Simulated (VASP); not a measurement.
# YbOs in VASP: notebook, part 2 of 2

VASP 6.6.1. The steps go on from the part before.

## (3) Single point, PBE (atom 2 (Os) moved 0.08 Å along z)

File INCAR:

```
SYSTEM = YbOs
PREC = Accurate
ENCUT = 520
EDIFF = 1E-6
ISMEAR = 0
SIGMA = 0.05
LREAL = .FALSE.
LASPH = .TRUE.
NELM = 80
ALGO = Fast
ISIF = 2
LWAVE = .FALSE.
LCHARG = .FALSE.
GGA = PE
NBANDS = 23
```

File KPOINTS:

```
regular mesh
0
G
  10 10 10
  0 0 0
```

File POSCAR:

```
YbOs
1.0
    3.3545099948      0.0000000000      0.0000000000
    0.0000000000      3.3545099948      0.0000000000
    0.0000000000      0.0000000000      3.3545099948
Yb Os
1 1
Direct
    0.0000000000      0.0000000000      0.0000000000
    0.5000000000      0.5000000000      0.5238484906
```

Potentials or basis: VASP PAW PBE potentials, release 64 (Yb, Os).

Started as:

```
$ cat potpaw_PBE.64/Yb/POTCAR potpaw_PBE.64/Os/POTCAR > POTCAR
$ mpirun -np 1 vasp_std > vasp.out
```

It took 3.7 min on 1 thread of Intel Xeon Platinum 8488C (Sapphire Rapids), shared host; peak memory 0.28 GiB.

It converged, with:

```yaml
Free_energy: -14.0943 eV
Pressure: 0.6 GPa
Largest_force: 0.555 eV/Å
Band_gap_on_the_k_mesh: zero (bands 16 and 17 overlap by 1.53 eV)
```

Forces in eV/Å, atoms in the order of the input:
```
Yb   0.000  0.000  0.555
Os   0.000  0.000 -0.555
```

Stress tensor (GPa, compression positive):
```
0.64 0.00 0.00
0.00 0.64 0.00
0.00 0.00 0.37
```

Levels at points of the mesh, in eV from the Fermi level:
```
           k point  band 13  band 14  band 15  band 16  band 17  band 18  band 19  band 20
(0.00, 0.00, 0.00)    -0.52    -0.51    -0.31    -0.30    -0.30     4.61     4.71     8.92
(0.50, 0.00, 0.00)    -0.47    -0.25     0.05     0.08     0.62     1.78     2.00     4.04
(0.00, 0.00, 0.50)    -0.47    -0.25     0.08     0.11     0.63     1.77     1.97     4.02
(0.50, 0.50, 0.00)    -0.54    -0.47    -0.43     1.17     1.59     2.51     2.51     5.48
(0.00, 0.50, 0.50)    -0.53    -0.48    -0.43     1.18     1.59     2.50     2.53     5.55
(0.50, 0.50, 0.50)    -0.49    -0.49     0.05     0.07     0.07     1.25     1.25     4.66
```

Caveat: the cell differs from its parent crystal (atom 2 (Os) moved 0.08 Å along z); spin-orbit coupling is left out, which moves the levels of the heavy elements. Spin polarisation is off, so any magnetic state and its effect on volume and gap are missing.

## (4) Single point, PBE, non-collinear spin, zero start, spin-orbit coupling

File INCAR:

```
PREC     = Accurate       # precision mode
ENCUT    = 520            # plane-wave cutoff, eV
EDIFF    = 1E-7           # SCF threshold, eV
ISMEAR   = 0              # smearing method
SIGMA    = 0.05           # smearing width, eV
LREAL    = False          # projectors in reciprocal space
LASPH    = True           # aspherical terms in the spheres
NELM     = 150            # most SCF steps
ALGO     = Normal         # electronic algorithm
ISIF     = 2              # what is computed and relaxed
LWAVE    = False          # write WAVECAR
LCHARG   = True           # write CHGCAR
MAGMOM   = 0 0 0 0 0 0    # initial moments
LORBIT   = 11             # projections on sites
LSORBIT  = True           # spin-orbit coupling
GGA_COMPAT= False        
LORBMOM  = True         
LMAXMIX  = 6              # l up to which the mixer works
GGA      = PE             # functional
LVHAR    = True         
NBANDS   = 44             # bands
```

File KPOINTS:

```
regular mesh
0
Gamma
  10 10 10
```

POSCAR: that of step 3 with these lines changed.

```diff
@@ -9,2 +9,2 @@
     0.0000000000      0.0000000000      0.0000000000
-    0.5000000000      0.5000000000      0.5238484906
+    0.5000000000      0.5000000000      0.5000000000
```

Potentials or basis: VASP PAW PBE potentials, release 64 (Yb, Os).

Started as:

```
$ cat potpaw_PBE.64/Yb/POTCAR potpaw_PBE.64/Os/POTCAR > POTCAR
$ mpirun -np 1 vasp_ncl > vasp.out
```

OUTCAR:

```text
PREC = Accurate
   ENCUT = 520
   EDIFF = 1E-7
   ISMEAR = 0
   LREAL = False
   LASPH = True
   NELM = 150
   ISIF = 2
   LORBIT = 11
   LSORBIT = True
   GGA = PE

 ion  position               nearest neighbor table
   1  0.000  0.000  0.000-   2 2.91   2 2.91   2 2.91   2 2.91   2 2.91   2 2.91   2 2.91   2 2.91

   2  0.500  0.500  0.500-   1 2.91   1 2.91   1 2.91   1 2.91   1 2.91   1 2.91   1 2.91   1 2.91

  LATTYP: Found a simple cubic cell.
 ALAT       =     3.3545099948

  Lattice vectors:

 A1 = (   3.3545099948,   0.0000000000,   0.0000000000)
 A2 = (   0.0000000000,   3.3545099948,   0.0000000000)
[... 1427 lines left out ...]
     0.0000000     0.0000000     0.0000000     0.0000000     0.0000000     0.0000000     0.0000000
     0.0000000     0.0000000     0.0000000     0.0000000     0.0000000     0.0000000     0.0000000
     0.0000000     0.0000000     0.0000000     0.0000000     0.0000000     0.0000000     0.0000000
     0.0000000     0.0000000     0.0000000     0.0000000     0.0000000     0.0000000     0.0000000
     0.0000000     0.0000000     0.0000000     0.0000000     0.0000000     0.0000000     0.0000000
     0.0000000     0.0000000     0.0000000     0.0000000     0.0000000     0.0000000     0.0000000

 total charge

# of ion       s       p       d       f       tot
--------------------------------------------------
    1        2.220   6.261   0.700  13.308  22.489
    2        0.655   0.333   6.063   0.000   7.050
--------------------------------------------------
tot          2.875   6.594   6.762  13.308  29.539

 magnetization (x)

# of ion       s       p       d       f       tot
--------------------------------------------------
    1        0.000  -0.000  -0.000  -0.000  -0.000
    2       -0.000  -0.000  -0.000   0.000  -0.000
--------------------------------------------------
tot          0.000  -0.000  -0.000  -0.000  -0.000

 magnetization (y)

# of ion       s       p       d       f       tot
--------------------------------------------------
    1        0.000  -0.000   0.000   0.000   0.000
    2        0.000   0.000   0.000   0.000   0.000
--------------------------------------------------
tot          0.000   0.000   0.000   0.000   0.000

 magnetization (z)

# of ion       s       p       d       f       tot
--------------------------------------------------
    1        0.000  -0.000  -0.000  -0.000   0.000
    2        0.000   0.000  -0.000   0.000  -0.000
--------------------------------------------------
tot          0.000   0.000  -0.000  -0.000   0.000
```

Wall time 8.8 min (1 thread of Intel Xeon Platinum 8488C (Sapphire Rapids), shared host); peak memory 0.37 GiB.

What came out:

- Free energy: -15.4880 eV
- Pressure: 0.6 GPa
- Net moment: 0.00 μB per cell
- Valence electrons inside the program's atomic spheres: Yb 22.49; Os 7.05

Moments on the atoms (μB; x, y, z):
```
Yb  0.00 0.00 0.00
Os  0.00 0.00 0.00
```

The state reached can hang on the start; a lower one may exist.

## (5) The runs side by side

| level | spin | cell | gap on the mesh (eV) | pressure (GPa) |
| --- | --- | --- | --- | --- |
| r2SCAN | off | as given, atomic positions A | none | -3.2 |
| PBE | off | as given, atomic positions B | none | 0.6 |
| PBE | non-collinear, zero start, SOC | as given, atomic positions A | - | 0.6 |

Alike in all rows: task single point; potentials or basis VASP PAW PBE potentials, release 64 (Yb, Os); k mesh 10 × 10 × 10; cutoff (eV) 520; smearing gaussian 0.05 eV.

Caveats: spin-orbit coupling is left out, which moves the levels of the heavy elements (at least some runs); the cell stands under tension (at least some runs); the PAW data sets were made with another functional, which shifts forces and pressure a little (at least some runs).

Total energies depend on the potentials used, so only differences within one code and one set of settings carry meaning.
